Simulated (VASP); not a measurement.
Write the native input for VASP 6.6.1 that does the following.

```
Task                   : single point
Functional             : PBE
Dispersion             : D3(BJ)
Potentials or basis    : VASP PAW PBE potentials, release 64 (Na_pv, Cl)
Cutoff                 : 520 eV
k mesh                 : 6 × 6 × 2
Occupations            : gaussian, width 0.1 eV
Spin                   : no spin polarisation
Dipole correction      : no
Further INCAR settings : ALGO = Normal; EDIFF = 1e-06; NBANDS = 22
```

The structure of NaCl lies in POSCAR:

```
NaCl
1.0
    4.5077586549      0.0000000000      0.0000000000
   -2.2538793275      3.9038335093      0.0000000000
    0.0000000000      0.0000000000      7.7990365994
Na Cl
2 2
Direct
    0.6666666667      0.3333333333      0.7505205228
    0.3333333333      0.6666666667      0.2494794772
    0.0000000000      0.0000000000      0.7501929366
    0.0000000000      0.0000000000      0.2498070634
```

The input as run:

INCAR

```
SYSTEM = NaCl
PREC     = Accurate       ! precision mode
ENCUT    = 520            ! plane-wave cutoff, eV
EDIFF    = 1E-6           ! SCF threshold, eV
ISMEAR   = 0              ! smearing method
SIGMA    = 0.1            ! smearing width, eV
LREAL    = .FALSE.        ! projectors in reciprocal space
LASPH    = .TRUE.         ! aspherical terms in the spheres
NELM     = 100            ! most SCF steps
ALGO     = Normal         ! electronic algorithm
ISIF     = 2              ! what is computed and relaxed
LWAVE    = .FALSE.        ! write WAVECAR
LCHARG   = .FALSE.        ! write CHGCAR
GGA      = PE             ! functional
IVDW     = 12             ! dispersion correction
NBANDS   = 22             ! bands
```

KPOINTS

```
Automatic mesh
0
G
  6 6 2
  0 0 0
```

Potentials or basis: VASP PAW PBE potentials, release 64 (Na_pv, Cl).

Run with:

```sh
$ cat potpaw_PBE.64/Na_pv/POTCAR potpaw_PBE.64/Cl/POTCAR > POTCAR
$ mpirun -np 1 vasp_std > vasp.out
```

It gave:

```yaml
Pressure: -0.2 GPa
Band_gap_on_the_k_mesh: 3.88 eV, indirect (least direct gap 3.96 eV)
Dispersion_energy_per_atom: -0.133 eV
```

Run time: 31 s on 1 thread of Intel(R) Xeon(R) Platinum 8375C CPU @ 2.90GHz (Ice Lake) (shared host), peak memory 0.27 GiB.
